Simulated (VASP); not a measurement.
Input of a VASP 6.6.1 run:

Contents of INCAR:

```
SYSTEM = Mg
ALGO = Normal ; EDIFF = 1E-6
ENCUT = 520 ; ISIF = 2
ISMEAR = -1 ; LASPH = .TRUE.
LCHARG = .FALSE. ; LREAL = .FALSE.
LWAVE = .FALSE. ; NBANDS = 9
NELM = 80 ; PREC = Accurate
SIGMA = 0.05
```

KPOINTS

```
k-points
0
G
  12 12 7
  0 0 0
```

The input POSCAR:

```
Mg
1.0
    3.1437578123      0.0000000000      0.0000000000
   -1.5718789061      2.7225741288      0.0000000000
    0.0000000000      0.0000000000      5.1039668898
Mg
2
Direct
    0.3333333333      0.6666666667      0.2500000000
    0.6666666667      0.3333333333      0.7500000000
```

Potentials or basis: VASP PAW LDA potentials, release 64 (Mg).

Command:

```sh
$ cat potpaw_LDA.64/Mg/POTCAR > POTCAR
$ mpirun -np 1 vasp_std > vasp.out
```

Question: Predict the band gap on the k mesh.

Answer: Zero (band 2 reaches 3.75 eV, above the bottom of band 3 at 1.46 eV).

Question: Predict the pressure.

Answer: -0.8 GPa.

Stress tensor (GPa, compression positive):
```
-0.46  0.00  0.00
 0.00 -0.46  0.00
 0.00  0.00 -1.41
```
